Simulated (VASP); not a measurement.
# TiB2: electric field gradients with PBEsol

Crystal: TiB2.

```
Ti B
1.0
     3.02920    0.00000    0.00000
    -1.51460    2.62336    0.00000
     0.00000    0.00000    3.19612
Ti B
1 2
Cartesian
  0.0000 0.0000 0.0000
  0.0000 1.7489 1.5981
  1.5146 0.8745 1.5981
```

This cell differs from its parent crystal: zz strain of -1 %.

* Program: VASP 6.6.1
* Task: electric field gradients
* Functional: PBEsol
* Potentials or basis: VASP PAW PBE potentials, release 64 (Ti_sv, B)
* Cutoff: 520 eV
* k mesh: 15 × 15 × 13
* Occupations: fermi-dirac, width 0.08 eV
* Spin: no spin polarisation
* Dipole correction: no
* Further INCAR settings: ALGO = Normal; EDIFF = 1e-08; NBANDS = 16

```
Pressure               : -2.6 GPa
Band gap on the k mesh : zero (band 9 reaches 10.31 eV, above the bottom of band 10 at 9.78 eV)
```

Stress tensor (GPa, compression positive):
```
-2.81  0.00  0.00
 0.00 -2.81  0.00
 0.00  0.00 -2.20
```

Levels at points of the mesh, in eV from the Fermi level:
```csv
k point,band 6,band 7,band 8,band 9,band 10,band 11,band 12,band 13
"(0.00, 0.00, 0.00)",-2.69,-2.69,-2.20,-2.16,1.92,1.92,3.78,3.78
```

Electric field gradients, principal values (V/Å²):
```csv
atom,least,middle,greatest (by size)
1 Ti,-8.631,-8.634,17.266
2 B,-2.111,-2.111,4.222
3 B,-2.111,-2.111,4.222
```

Run time: 74 s on 1 thread of AMD EPYC 9R45 (Zen 5), with other jobs on the host, peak memory 0.16 GiB.

Caveat: the cell differs from its parent crystal (zz strain of -1 %); without QUAD_EFG the Cq values of the log hold for a quadrupole moment of 1 mb, not for the nuclei; the PAW data sets were made with another functional, which shifts forces and pressure a little.
